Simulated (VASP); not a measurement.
# SnS (Pnma) in VASP: single point with PBEsol

Aim: the single point of SnS with PBEsol.

Program: VASP 6.6.1. These are calculated values, not measurements. Logs are shortened: lines on timing, memory, paths and dates and some standing lists are left out, and cuts for length are marked.

**Experimental background.**

“Linear dichroism of the optical properties of SnS and SnSe van der Waals crystals”, 2024, arxiv:2409.17412 reports, for a bulk crystal of SnS at 300 K: band gap 1.09 eV (indirect).

The runs below are set against these values where they give the same quantity.

## Step 1: The cell of the first run

It takes space group Pnma (No. 62, orthorhombic). Conventional cell: a = 11.097 Å, b = 3.984 Å, c = 4.232 Å, α = 90.00°, β = 90.00°, γ = 90.00°. Sn (site symmetry m) has 6 S at 2.63 to 3.32 Å and 2 Sn at 3.43 Å within 3.5 Å. Within 3.5 Å of S (site symmetry m) lie 6 Sn at 2.63 to 3.32 Å.

## Step 2: Single point, PBEsol

Contents of INCAR:

```
SYSTEM = SnS
  PREC = Accurate
  ENCUT = 500
  EDIFF = 1E-6
  ISMEAR = 0
  SIGMA = 0.05
  LREAL = .FALSE.
  LASPH = .TRUE.
  NELM = 120
  ALGO = Normal
  ISIF = 2
  LWAVE = .FALSE.
  LCHARG = .FALSE.
  GGA = PS
  NBANDS = 50
  GGA_COMPAT = .FALSE.
```

Contents of KPOINTS:

```
Automatic mesh
0
G
  4 8 6
  0 0 0
```

Contents of POSCAR:

```
SnS
1.0
   11.0967523774      0.0000000000      0.0000000000
    0.0000000000      3.9844082481      0.0000000000
    0.0000000000      0.0000000000      4.2315428581
Sn S
4 4
Direct
    0.1185767382      0.2500000000      0.1101694999
    0.3814232618      0.7500000000      0.6101694999
    0.6185767382      0.2500000000      0.3898305001
    0.8814232618      0.7500000000      0.8898305001
    0.8533462424      0.2500000000      0.4747534667
    0.6466537576      0.7500000000      0.9747534667
    0.3533462424      0.2500000000      0.0252465333
    0.1466537576      0.7500000000      0.5252465333
```

Potentials or basis: VASP PAW PBE potentials, release 64 (Sn_d, S).

Run with:

```
cat potpaw_PBE.64/Sn_d/POTCAR potpaw_PBE.64/S/POTCAR > POTCAR
mpirun -np 1 vasp_std > vasp.out
```

OUTCAR:

```text
SYSTEM = SnS
   PREC = Accurate
   ENCUT = 500
   EDIFF = 1E-6
   ISMEAR = 0
   LREAL = .FALSE.
   LASPH = .TRUE.
   NELM = 120
   ISIF = 2
   GGA = PS

 ion  position               nearest neighbor table
   1  0.119  0.250  0.110-   7 2.63   8 2.67   8 2.67   8 3.19   8 3.19   4 3.43   4 3.43
   2  0.381  0.750  0.610-   8 2.63   7 2.67   7 2.67   7 3.19   7 3.19   3 3.43   3 3.43
   3  0.619  0.250  0.390-   5 2.63   6 2.67   6 2.67   6 3.19   6 3.19   2 3.43   2 3.43
   4  0.881  0.750  0.890-   6 2.63   5 2.67   5 2.67   5 3.19   5 3.19   1 3.43   1 3.43
   5  0.853  0.250  0.475-   3 2.63   4 2.67   4 2.67   4 3.19   4 3.19
   6  0.647  0.750  0.975-   4 2.63   3 2.67   3 2.67   3 3.19   3 3.19
   7  0.353  0.250  0.025-   1 2.63   2 2.67   2 2.67   2 3.19   2 3.19
   8  0.147  0.750  0.525-   2 2.63   1 2.67   1 2.67   1 3.19   1 3.19

  LATTYP: Found a simple orthorhombic cell.
 ALAT       =     3.9844082481
 B/A-ratio  =     1.0620254238
 C/A-ratio  =     2.7850440232

  Lattice vectors:

 A1 = (   0.0000000000,   3.9844082481,   0.0000000000)
 A2 = (   0.0000000000,   0.0000000000,   4.2315428581)
 A3 = (  11.0967523774,   0.0000000000,   0.0000000000)

Analysis of symmetry for initial positions (statically):
=====================================================================
 Subroutine PRICEL returns:
 Original cell was already a primitive cell.

 Routine SETGRP: Setting up the symmetry group for a
 simple orthorhombic supercell.

 Subroutine GETGRP returns: Found  8 space group operations
 (whereof  2 operations were pure point group operations)
 out of a pool of  8 trial point group operations.

The static configuration has the point symmetry S_2 .
 The point group associated with its full space group is D_2h.

Analysis of symmetry for dynamics (positions and initial velocities):
=====================================================================
 Subroutine PRICEL returns:
 Original cell was already a primitive cell.

 Routine SETGRP: Setting up the symmetry group for a
 simple orthorhombic supercell.

 Subroutine GETGRP returns: Found  8 space group operations
 (whereof  2 operations were pure point group operations)
 out of a pool of  8 trial point group operations.

The dynamic configuration has the point symmetry S_2 .
 The point group associated with its full space group is D_2h.

 Subroutine INISYM returns: Found  8 space group operations
 (whereof  2 operations are pure point group operations),
 and found     1 'primitive' translations

----------------------------------------------------------------------------------------

                                     Primitive cell

  volume of cell :     187.0934

  direct lattice vectors                    reciprocal lattice vectors
    11.096752377  0.000000000  0.000000000     0.090116456  0.000000000  0.000000000
     0.000000000  3.984408248  0.000000000     0.000000000  0.250978298  0.000000000
     0.000000000  0.000000000  4.231542858     0.000000000  0.000000000  0.236320423

  length of vectors
    11.096752377  3.984408248  4.231542858     0.090116456  0.250978298  0.236320423

  position of ions in fractional coordinates (direct lattice)
     0.118576738  0.250000000  0.110169500
     0.381423262  0.750000000  0.610169500
     0.618576738  0.250000000  0.389830500
     0.881423262  0.750000000  0.889830500
     0.853346242  0.250000000  0.474753467
     0.646653758  0.750000000  0.974753467
     0.353346242  0.250000000  0.025246533
     0.146653758  0.750000000  0.525246533

  ion indices of the primitive-cell ions
   primitive index   ion index
                 1           1
                 2           2
                 3           3
                 4           4
                 5           5
                 6           6
                 7           7
                 8           8

----------------------------------------------------------------------------------------

 KPOINTS: Automatic mesh

Automatic generation of k-mesh.
 Grid dimensions read from file:
 generate k-points for:    4    8    6

 Generating k-lattice:

  Cartesian coordinates                     Fractional coordinates (reciprocal lattice)
     0.022529114  0.000000000  0.000000000     0.250000000  0.000000000  0.000000000
     0.000000000  0.031372287  0.000000000     0.000000000  0.125000000  0.000000000
     0.000000000  0.000000000  0.039386737     0.000000000  0.000000000  0.166666667

  Length of vectors
     0.022529114  0.031372287  0.039386737

  Shift w.r.t. Gamma in fractional coordinates (k-lattice)
     0.000000000  0.000000000  0.000000000

 Subroutine IBZKPT returns following result:
 ===========================================

 Found     60 irreducible k-points:

 Following reciprocal coordinates:
            Coordinates               Weight
  0.000000  0.000000  0.000000      1.000000
  0.250000  0.000000  0.000000      2.000000
  0.500000  0.000000  0.000000      1.000000
  0.000000  0.125000  0.000000      2.000000
  0.250000  0.125000  0.000000      4.000000
  0.500000  0.125000  0.000000      2.000000
[... 16 lines left out ...]
  0.250000  0.250000  0.166667      8.000000
  0.500000  0.250000  0.166667      4.000000
 [... further k-points ...]
   k-points           NKPTS =     60   k-points in BZ     NKDIM =     60   number of bands    NBANDS=     50
   number of dos      NEDOS =    301   number of ions     NIONS =      8
   total plane-waves  NPLWV =  80640
   dimension x,y,z NGX =    84 NGY =   30 NGZ =   32
   dimension x,y,z NGXF=   168 NGYF=   60 NGZF=   64
   ions per type =               4   4
   NGX,Y,Z   is equivalent  to a cutoff of  12.58, 12.52, 12.57 a.u.
   NGXF,Y,Z  is equivalent  to a cutoff of  25.17, 25.03, 25.14 a.u.
 SYSTEM =  SnS
   PREC   = accura    normal or accurate (medium, high low for compatibility)
   ISTART =      0    job   : 0-new  1-cont  2-samecut
   ICHARG =      2    charge: 1-file 2-atom 10-const
   ISPIN  =      1    spin polarized calculation?
   LNONCOLLINEAR =      F non collinear calculations
   LSORBIT =      F    spin-orbit coupling
   LASPH  =      T    aspherical Exc in radial PAW
   ENCUT  =  500.0 eV  36.75 Ry    6.06 a.u.  20.23  7.26  7.72*2*pi/ulx,y,z
   NELM   =    120;   NELMIN=  2; NELMDL= -5     # of ELM steps
   EDIFF  = 0.1E-05   stopping-criterion for ELM
   LREAL  =      F    real-space projection
   EDIFFG = 0.1E-04   stopping-criterion for IOM
   NSW    =      0    number of steps for IOM
   IBRION =     -1    ionic relax: 0-MD 1-quasi-New 2-CG
   NFREE  =      0    steps in history (QN), initial steepest desc. (CG)
   ISIF   =      2    stress and relaxation
   ISYM   =      2    0-nonsym 1-usesym 2-fastsym
   POTIM  = 0.5000    time-step for ionic-motion
   TEBEG  =    0.0;   TEEND  =   0.0 temperature during run
   PSTRESS=    0.0 pullay stress
   NELECT =      80.0000    total number of electrons
   NUPDOWN=      -1.0000    fix difference up-down
   EMIN   =  10.00;   EMAX   =-10.00  energy-range for DOS
   EFERMI =   0.00;   METHOD = LEGACY
   ISMEAR =     0;   SIGMA  =   0.05  broadening in eV -4-tet -1-fermi 0-gaus
   EFERMI_NEDOS =   21; number of points for ismear=-14 and -15
   IALGO  =     38    algorithm
   IMIX   =      4    mixing-type and parameters
     AMIX     =   0.40;   BMIX     =  1.00
     AMIX_MAG =   1.60;   BMIX_MAG =  1.00
  volume/ion in A,a.u.               =      23.39       157.82
  Fermi-wavevector in a.u.,A,eV,Ry     =   1.233347  2.330688 20.696437  1.521145
  Thomas-Fermi vector in A             =   2.368081
   LORBIT       =      0    0 simple, 1 ext, 2 COOP (PROOUT), +10 PAW based schemes
   GGA     = PS    functional components
   LHFCALC =     F    Hartree Fock is set to
   AEXX    =    0.0000 exact exchange contribution
   IVDW    =     0    specifies the selected vdW correction
   LEPSILON=     F    determine dielectric tensor
   LRPA    =     F    only Hartree local field effects (RPA)
 non-spin polarized calculation
 Gauss-broadening in eV      SIGMA  =   0.05
  energy-cutoff  :      500.00
  volume of cell :      187.09
 maximum number of plane-waves:      4789
 NGX is ok and might be reduce to    84
   NGX = 41   NGY = 15   NGZ = 15

 number of electron      80.0000028 magnetization

 Free energy of the ion-electron system (eV)
  ---------------------------------------------------
  ext. energy  EPLUGINS =         0.00000000
  ---------------------------------------------------
  free energy    TOTEN  =       -38.38803386 eV

  energy without entropy =      -38.38803386  energy(sigma->0) =      -38.38803386

 E-fermi :   6.7743     XC(G=0): -10.2102

 val. band max:        6.5057335671   @ k =   0.5000   0.0000   0.5000
 cond. band min:       7.2358339822   @ k =   0.0000   0.0000   0.0000
 fundamental gap:      0.7301004151
 Fermi energy:         6.7742923455

 k-point     1 :       0.0000    0.0000    0.0000
  band No.  band energies     occupation
      1     -14.7192      2.00000
      2     -14.6965      2.00000
      3     -14.6947      2.00000
      4     -14.6869      2.00000
      5     -14.6821      2.00000
      6     -14.6778      2.00000
[... 42 lines left out ...]
     49      11.5725      0.00000
     50      11.7075      0.00000

 k-point     2 :       0.2500    0.0000    0.0000
  band No.  band energies     occupation
      1     -14.7167      2.00000
      2     -14.7017      2.00000
      3     -14.6933      2.00000
      4     -14.6881      2.00000
      5     -14.6819      2.00000
      6     -14.6785      2.00000
[... 42 lines left out ...]
     49      11.6741      0.00000
     50      11.7474      0.00000

 k-point     3 :       0.5000    0.0000    0.0000
  band No.  band energies     occupation
      1     -14.7102      2.00000
      2     -14.7102      2.00000
      3     -14.6908      2.00000
      4     -14.6908      2.00000
      5     -14.6807      2.00000
      6     -14.6807      2.00000
[... 1102 lines left out ...]
     49      10.9314      0.00000
     50      11.4148      0.00000

 k-point    24 :       0.5000    0.2500    0.1667
  band No.  band energies     occupation
      1     -14.6997      2.00000
      2     -14.6997      2.00000
      3     -14.6911      2.00000
      4     -14.6911      2.00000
      5     -14.6816      2.00000
      6     -14.6816      2.00000
[... 42 lines left out ...]
     49      10.9535      0.00000
     50      10.9535      0.00000

 [... further k-points ...]

------------------------ aborting loop because EDIFF is reached ----------------------------------------

  FORCE on cell =-STRESS in cart. coord.  units (eV):
  Direction    XX          YY          ZZ          XY          YZ          ZX
  --------------------------------------------------------------------------------------
  -------------------------------------------------------------------------------------
  Total       -0.0202239     -0.0010250      0.0230605      0.0000000      0.0000000      0.0000000
  in kB       -0.1731880     -0.0087773      0.1974792      0.0000000      0.0000000      0.0000000
  external PRESSURE =       0.0051713 kB  Pullay stress =       0.0000000 kB

 VOLUME and BASIS-vectors are now :
 -----------------------------------------------------------------------------
  energy-cutoff  :      500.00
  volume of cell :      187.09
      direct lattice vectors                 reciprocal lattice vectors
    11.096752377  0.000000000  0.000000000     0.090116456  0.000000000  0.000000000
     0.000000000  3.984408248  0.000000000     0.000000000  0.250978298  0.000000000
     0.000000000  0.000000000  4.231542858     0.000000000  0.000000000  0.236320423

 POSITION                                       TOTAL-FORCE (eV/Angst)
 -----------------------------------------------------------------------------------
      1.31582      0.99610      0.46619        -0.006048      0.000000     -0.007930
      4.23256      2.98831      2.58196         0.006048      0.000000     -0.007930
      6.86419      0.99610      1.64958        -0.006048      0.000000      0.007930
      9.78094      2.98831      3.76536         0.006048     -0.000000      0.007930
      9.46937      0.99610      2.00894         0.001736      0.000000     -0.005127
      7.17576      2.98831      4.12471        -0.001736      0.000000     -0.005127
      3.92100      0.99610      0.10683         0.001736      0.000000      0.005127
      1.62738      2.98831      2.22260        -0.001736     -0.000000      0.005127
 -----------------------------------------------------------------------------------
    total drift:                                0.000000      0.000000      0.000000

  FREE ENERGIE OF THE ION-ELECTRON SYSTEM (eV)
  ---------------------------------------------------
  free  energy   TOTEN  =       -38.3880338562 eV

  energy  without entropy=      -38.3880338562  energy(sigma->0) =      -38.38803386
```

Run time: 11 min. Hardware: 1 thread of Oxide Virtual Turin-like, shared host; peak memory 0.47 GiB.

Results:

```
Free energy            : -38.3880 eV
Pressure               : 0.0 GPa
Largest force          : 0.010 eV/Å
Band gap on the k mesh : 0.73 eV (least direct gap 1.08 eV)
```

Forces in eV/Å, atoms in the order of the input:
```
Sn  -0.006  0.000 -0.008
Sn   0.006  0.000 -0.008
Sn  -0.006  0.000  0.008
Sn   0.006  0.000  0.008
S    0.002  0.000 -0.005
S   -0.002  0.000 -0.005
S    0.002  0.000  0.005
S   -0.002  0.000  0.005
```

Caveat: semilocal functionals underestimate gaps, and a narrow one can read as zero; the PAW data sets were made with another functional, which shifts forces and pressure a little; spin-orbit coupling is left out, which moves the levels of the heavy elements.

## Step 3: Comparison with measurements

Step 2. A measured gap of SnS is 1.09 eV (indirect; 300 K; “Linear dichroism of the optical properties of SnS and SnSe van der Waals crystals”, 2024, arxiv:2409.17412); the calculated 0.73 eV misses it by -0.36 eV. 2 values of this kind are on record (1.09 to 1.16 eV); this one was drawn at random. Spin-orbit coupling on Sn is left out. The value is that of PBEsol on a finite k mesh, which can miss the band edges, without temperature or zero-point motion. Semilocal functionals fall short of measured gaps as a rule.
